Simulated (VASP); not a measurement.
# Cd3TeSe2 (P1) in VASP: single point with PBE

Aim: the single point of Cd3TeSe2 with PBE.

Everything below comes from runs of VASP 6.6.1. Logs are shortened: lines on timing, memory, paths and dates and some standing lists are left out, and cuts for length are marked.

## (1) The cell of the first run

The typed cell holds 12 atoms: a = 4.506 Å, b = 9.013 Å, c = 9.934 Å, α = 103.12°, β = 103.13°, γ = 90.00°.

## (2) Single point, PBE

Contents of INCAR:

```
ALGO = Normal
EDIFF = 1E-6
ENCUT = 520
GGA = PE
ISIF = 2
ISMEAR = 0
LASPH = T
LCHARG = F
LREAL = F
LWAVE = F
NBANDS = 66
NELM = 60
PREC = Accurate
SIGMA = 0.1
```

Contents of KPOINTS:

```
k-points
0
Gamma
  4 2 4
```

Contents of POSCAR:

```
Cd3TeSe2
1.0
    0.0000515772     -4.5058269447     -0.0017505027
    9.0131567751     -0.0001006225     -0.0004196513
   -2.2542498070      2.2534238508      9.4090767073
Cd Te Se
6 2 4
Direct
    0.8411374286      0.4200332580      0.6826422838
    0.8412897693      0.9203551465      0.6829043896
    0.4996878362      0.2502619639      0.0001234111
    0.4995997012      0.7499178416     -0.0001204333
    0.1594165639      0.0795406459      0.3170241245
    0.1592390042      0.5798120665      0.3175091011
    0.2497305085      0.3751232687      0.4999097630
    0.2498668756      0.8754601153      0.5001024838
    0.5795378378      0.0394884885      0.1579139448
    0.5793473173      0.5397418846      0.1583121408
    0.9206029133      0.2102729393      0.8419797806
    0.9205442441      0.7099923812      0.8416990103
```

Potentials or basis: VASP PAW PBE potentials, release 64 (Cd, Te, Se).

On the command line:

```sh
> cat potpaw_PBE.64/Cd/POTCAR potpaw_PBE.64/Te/POTCAR potpaw_PBE.64/Se/POTCAR > POTCAR
> mpirun -np 1 vasp_std > vasp.out
```

OUTCAR:

```text
EDIFF = 1E-6
   ENCUT = 520
   GGA = PE
   ISIF = 2
   ISMEAR = 0
   LASPH = T
   LREAL = F
   NELM = 60
   PREC = Accurate

 ion  position               nearest neighbor table
   1  0.841  0.420  0.683-  11 2.70  12 2.71   7 2.83   7 2.83
   2  0.841  0.920  0.683-  12 2.70  11 2.71   8 2.83   8 2.83
   3  0.500  0.250  0.000-  11 2.70  10 2.70   9 2.70  11 2.70
   4  0.500  0.750  1.000-  12 2.70   9 2.70  10 2.70  12 2.70
   5  0.159  0.080  0.317-   9 2.70   9 2.71   7 2.83   8 2.84
   6  0.159  0.580  0.318-  10 2.70  10 2.71   8 2.83   7 2.83
   7  0.250  0.375  0.500-   1 2.83   5 2.83   1 2.83   6 2.83
   8  0.250  0.875  0.500-   6 2.83   2 2.83   2 2.83   5 2.84
   9  0.580  0.039  0.158-   4 2.70   3 2.70   5 2.70   5 2.71
  10  0.579  0.540  0.158-   3 2.70   4 2.70   6 2.70   6 2.71
  11  0.921  0.210  0.842-   3 2.70   3 2.70   1 2.70   2 2.71
  12  0.921  0.710  0.842-   4 2.70   4 2.70   2 2.70   1 2.71

  LATTYP: Found a triclinic cell.
 ALAT       =    11.8003044245
 B/A-ratio  =     0.7638071410
 C/A-ratio  =     0.3818399189
 COS(alpha) =     0.0000226288
 COS(beta)  =     0.1905820624
 COS(gamma) =     0.5727433342

  Lattice vectors:

 A1 = (  -6.7589585453,   2.2525037164,  -9.4069065533)
 A2 = (  -9.0131567751,   0.0001006225,   0.0004196513)
 A3 = (  -0.0000515772,   4.5058269447,   0.0017505027)

Analysis of symmetry for initial positions (statically):
=====================================================================
 Subroutine PRICEL returns:
 Original cell was already a primitive cell.

 Routine SETGRP: Setting up the symmetry group for a
 triclinic supercell.

 Subroutine GETGRP returns: Found  1 space group operations
 (whereof  1 operations were pure point group operations)
 out of a pool of  2 trial point group operations.

The static configuration has the point symmetry C_1 .

Analysis of symmetry for dynamics (positions and initial velocities):
=====================================================================
 Subroutine PRICEL returns:
 Original cell was already a primitive cell.

 Routine SETGRP: Setting up the symmetry group for a
 triclinic supercell.

 Subroutine GETGRP returns: Found  1 space group operations
 (whereof  1 operations were pure point group operations)
 out of a pool of  2 trial point group operations.

The dynamic configuration has the point symmetry C_1 .

 Subroutine INISYM returns: Found  1 space group operations
 (whereof  1 operations are pure point group operations),
 and found     1 'primitive' translations

----------------------------------------------------------------------------------------

                                     Primitive cell

  volume of cell :     382.0790

  direct lattice vectors                    reciprocal lattice vectors
     0.000051577 -4.505826945 -0.001750503    -0.000000003 -0.221955495  0.053157160
     9.013156775 -0.000100622 -0.000419651     0.110950157 -0.000009058  0.026583881
    -2.254249807  2.253423851  9.409076707     0.000004948 -0.000041294  0.106291429

  length of vectors
     4.505827285  9.013156785  9.934298452     0.228232175  0.114090491  0.106291437

  position of ions in fractional coordinates (direct lattice)
     0.841137429  0.420033258  0.682642284
     0.841289769  0.920355147  0.682904390
     0.499687836  0.250261964  0.000123411
     0.499599701  0.749917842  0.999879567
     0.159416564  0.079540646  0.317024125
     0.159239004  0.579812066  0.317509101
     0.249730509  0.375123269  0.499909763
     0.249866876  0.875460115  0.500102484
     0.579537838  0.039488488  0.157913945
     0.579347317  0.539741885  0.158312141
     0.920602913  0.210272939  0.841979781
     0.920544244  0.709992381  0.841699010

  ion indices of the primitive-cell ions
   primitive index   ion index
                 1           1
                 2           2
                 3           3
                 4           4
                 5           5
                 6           6
[... 37 lines left out ...]
|     Your reciprocal lattice and k-lattice belong to different lattice       |
|     classes:                                                                |
|                                                                             |
|        The reciprocal lattice is triclinic,                                 |
|        whereas your k-lattice is base-centered monoclinic.                  |
|                                                                             |
|     Results are often still useful ...                                      |
|                                                                             |
 -----------------------------------------------------------------------------

 Subroutine IBZKPT returns following result:
 ===========================================

 Found     20 irreducible k-points:

 Following reciprocal coordinates:
            Coordinates               Weight
  0.000000  0.000000  0.000000      1.000000
  0.250000  0.000000  0.000000      2.000000
  0.500000  0.000000  0.000000      1.000000
  0.000000  0.500000 -0.000000      1.000000
  0.250000  0.500000 -0.000000      2.000000
  0.500000  0.500000 -0.000000      1.000000
[... 12 lines left out ...]
  0.250000  0.500000  0.500000      2.000000
  0.500000  0.500000  0.500000      1.000000
   k-points           NKPTS =     20   k-points in BZ     NKDIM =     20   number of bands    NBANDS=     66
   number of dos      NEDOS =    301   number of ions     NIONS =     12
   total plane-waves  NPLWV = 201600
   dimension x,y,z NGX =    36 NGY =   70 NGZ =   80
   dimension x,y,z NGXF=    72 NGYF=  140 NGZF=  160
   ions per type =               6   2   4
   NGX,Y,Z   is equivalent  to a cutoff of  13.28, 12.91, 13.39 a.u.
   NGXF,Y,Z  is equivalent  to a cutoff of  26.56, 25.82, 26.78 a.u.
 SYSTEM =  unknown system
   PREC   = accura    normal or accurate (medium, high low for compatibility)
   ISTART =      0    job   : 0-new  1-cont  2-samecut
   ICHARG =      2    charge: 1-file 2-atom 10-const
   ISPIN  =      1    spin polarized calculation?
   LNONCOLLINEAR =      F non collinear calculations
   LSORBIT =      F    spin-orbit coupling
   LASPH  =      T    aspherical Exc in radial PAW
   ENCUT  =  520.0 eV  38.22 Ry    6.18 a.u.   8.38 16.76 18.47*2*pi/ulx,y,z
   NELM   =     60;   NELMIN=  2; NELMDL= -5     # of ELM steps
   EDIFF  = 0.1E-05   stopping-criterion for ELM
   LREAL  =      F    real-space projection
   EDIFFG = 0.1E-04   stopping-criterion for IOM
   NSW    =      0    number of steps for IOM
   IBRION =     -1    ionic relax: 0-MD 1-quasi-New 2-CG
   NFREE  =      0    steps in history (QN), initial steepest desc. (CG)
   ISIF   =      2    stress and relaxation
   ISYM   =      2    0-nonsym 1-usesym 2-fastsym
   POTIM  = 0.5000    time-step for ionic-motion
   TEBEG  =    0.0;   TEEND  =   0.0 temperature during run
   PSTRESS=    0.0 pullay stress
   NELECT =     108.0000    total number of electrons
   NUPDOWN=      -1.0000    fix difference up-down
   EMIN   =  10.00;   EMAX   =-10.00  energy-range for DOS
   EFERMI =   0.00;   METHOD = LEGACY
   ISMEAR =     0;   SIGMA  =   0.10  broadening in eV -4-tet -1-fermi 0-gaus
   EFERMI_NEDOS =   21; number of points for ismear=-14 and -15
   IALGO  =     38    algorithm
   IMIX   =      4    mixing-type and parameters
     AMIX     =   0.40;   BMIX     =  1.00
     AMIX_MAG =   1.60;   BMIX_MAG =  1.00
  volume/ion in A,a.u.               =      31.84       214.87
  Fermi-wavevector in a.u.,A,eV,Ry     =   1.074398  2.030317 15.705615  1.154330
  Thomas-Fermi vector in A             =   2.210225
   LORBIT       =      0    0 simple, 1 ext, 2 COOP (PROOUT), +10 PAW based schemes
   GGA     = PE    functional components
   LHFCALC =     F    Hartree Fock is set to
   AEXX    =    0.0000 exact exchange contribution
   IVDW    =     0    specifies the selected vdW correction
   LEPSILON=     F    determine dielectric tensor
   LRPA    =     F    only Hartree local field effects (RPA)
 non-spin polarized calculation
 Gauss-broadening in eV      SIGMA  =   0.10
  energy-cutoff  :      520.00
  volume of cell :      382.08
 maximum number of plane-waves:     10349
 NGX is ok and might be reduce to    36
   NGX = 17   NGY = 33   NGZ = 37

 number of electron     108.0000016 magnetization

 Free energy of the ion-electron system (eV)
  ---------------------------------------------------
  ext. energy  EPLUGINS =         0.00000000
  ---------------------------------------------------
  free energy    TOTEN  =       -31.39881970 eV

  energy without entropy =      -31.39872019  energy(sigma->0) =      -31.39876994

 E-fermi :   1.2870     XC(G=0):  -8.5225

 val. band max:        1.0812266448   @ k =   0.0000   0.0000   0.0000
 cond. band min:       1.4768411092   @ k =   0.0000   0.0000   0.0000
 fundamental gap:      0.3956144644
 Fermi energy:         1.2869530659

 k-point     1 :       0.0000    0.0000    0.0000
  band No.  band energies     occupation
      1     -11.2603      2.00000
      2     -11.0446      2.00000
      3     -11.0425      2.00000
      4     -11.0314      2.00000
      5      -9.4323      2.00000
      6      -9.3054      2.00000
[... 1369 lines left out ...]
     65       6.2289      0.00000
     66       6.2296      0.00000

------------------------ aborting loop because EDIFF is reached ----------------------------------------

  FORCE on cell =-STRESS in cart. coord.  units (eV):
  Direction    XX          YY          ZZ          XY          YZ          ZX
  --------------------------------------------------------------------------------------
  -------------------------------------------------------------------------------------
  Total        0.4638125      0.4780726      0.4383666      0.0006812     -0.0195608     -0.0005345
  in kB        1.9449113      2.0047086      1.8382090      0.0028564     -0.0820248     -0.0022413
  external PRESSURE =       1.9292763 kB  Pullay stress =       0.0000000 kB

 VOLUME and BASIS-vectors are now :
 -----------------------------------------------------------------------------
  energy-cutoff  :      520.00
  volume of cell :      382.08
      direct lattice vectors                 reciprocal lattice vectors
     0.000051577 -4.505826945 -0.001750503    -0.000000003 -0.221955495  0.053157160
     9.013156775 -0.000100622 -0.000419651     0.110950157 -0.000009058  0.026583881
    -2.254249807  2.253423851  9.409076707     0.000004948 -0.000041294  0.106291429

 POSITION                                       TOTAL-FORCE (eV/Angst)
 -----------------------------------------------------------------------------------
      2.24702     -2.25178      6.42138         0.004454     -0.000434     -0.009639
      6.75591     -2.25193      6.42364         0.002070     -0.000712     -0.010825
      2.25540     -2.25125      0.00018        -0.000247     -0.001429      0.000409
      4.50517      0.00197      9.40675        -0.001517     -0.002254     -0.000423
      0.00227     -0.00392      2.98259        -0.002132      0.001537      0.011229
      4.51020     -0.00208      2.98695        -0.001809      0.001508      0.007978
      2.25414      0.00123      4.70309        -0.000828      0.000280     -0.001055
      6.76332      0.00100      4.70470        -0.000855      0.000818     -0.000416
     -0.00003     -2.25545      1.48479         0.000384      0.001240      0.000989
      4.50793     -2.25375      1.48833        -0.000522     -0.000350     -0.001753
     -0.00276     -2.25076      7.92055        -0.000923     -0.000672      0.000779
      4.50192     -2.25118      7.91770         0.001924      0.000469      0.002727
 -----------------------------------------------------------------------------------
    total drift:                                0.000167      0.000096     -0.000065

  FREE ENERGIE OF THE ION-ELECTRON SYSTEM (eV)
  ---------------------------------------------------
  free  energy   TOTEN  =       -31.3988196955 eV

  energy  without entropy=      -31.3987201892  energy(sigma->0) =      -31.39876994
```

It took 8.4 min on 1 thread of Intel Xeon Platinum 8488C (Sapphire Rapids), shared host; peak memory 0.71 GiB.

Results:

- Free energy: -31.3988 eV
- Pressure: 0.2 GPa
- Largest force: 0.012 eV/Å
- Band gap on the k mesh: 0.40 eV

Forces on the atoms (eV/Å):
```
Cd   0.004  0.000 -0.010
Cd   0.002 -0.001 -0.011
Cd   0.000 -0.001  0.000
Cd  -0.002 -0.002  0.000
Cd  -0.002  0.002  0.011
Cd  -0.002  0.002  0.008
Te  -0.001  0.000 -0.001
Te  -0.001  0.001  0.000
Se   0.000  0.001  0.001
Se  -0.001  0.000 -0.002
Se  -0.001 -0.001  0.001
Se   0.002  0.000  0.003
```

Caveat: spin-orbit coupling is left out, which moves the levels of the heavy elements.
